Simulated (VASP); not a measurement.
Wanted: the native input for a VASP 6.6.1 run.

| Item | Value |
| --- | --- |
| Task | single point |
| Functional | PBE |
| Potentials or basis | VASP PAW PBE potentials, release 64 (Co) |
| Cutoff | 520 eV |
| k mesh | 12 × 12 × 4 |
| Occupations | fermi-dirac, width 0.05 eV |
| Spin | collinear spin, ferromagnetic start |
| Starting moments | [2.0, 2.0, 2.0, 2.0] μB |
| Dipole correction | no |
| Further INCAR settings | ALGO = Normal; EDIFF = 1e-06; NBANDS = 30 |

The structure of Co lies in POSCAR:

```
Co
1.0
    2.4307260033      0.0000000000      0.0000000000
   -1.2153630017      2.1050704685      0.0000000000
    0.0000000000      0.0000000000      7.8725821684
Co
4
Direct
    0.6666666667      0.3333333333      0.7500000000
    0.0000000000      0.0000000000      0.5000000000
    0.3333333333      0.6666666667      0.2500000000
    0.0000000000      0.0000000000      0.0000000000
```

One way to write it, as run:

INCAR

```
PREC = Accurate ; ENCUT = 520
EDIFF = 1E-6 ; ISMEAR = -1
SIGMA = 0.05 ; LREAL = F
LASPH = T ; NELM = 150
ALGO = Normal ; ISIF = 2
LWAVE = F ; LCHARG = F
ISPIN = 2 ; MAGMOM = 2 2 2 2
LORBIT = 11 ; LMAXMIX = 4
GGA = PE ; NBANDS = 30
```

KPOINTS

```
regular mesh
0
Gamma
  12 12 4
```

Potentials or basis: VASP PAW PBE potentials, release 64 (Co).

Run with:

```sh
$ cat potpaw_PBE.64/Co/POTCAR > POTCAR
$ mpirun -np 1 vasp_std > vasp.out
```

It gave:

```
Pressure                                              : 18.8 GPa
Net moment                                            : 6.27 μB per cell
Site moments                                          : Co +1.58, +1.56 (each value once) μB
Valence electrons inside the program's atomic spheres : Co 8.43
```

Caveat: the cell stands under pressure.

Run time: 70 s on 1 thread of Intel(R) Xeon(R) 6975P-C (Granite Rapids), on a shared host, peak memory 0.22 GiB.
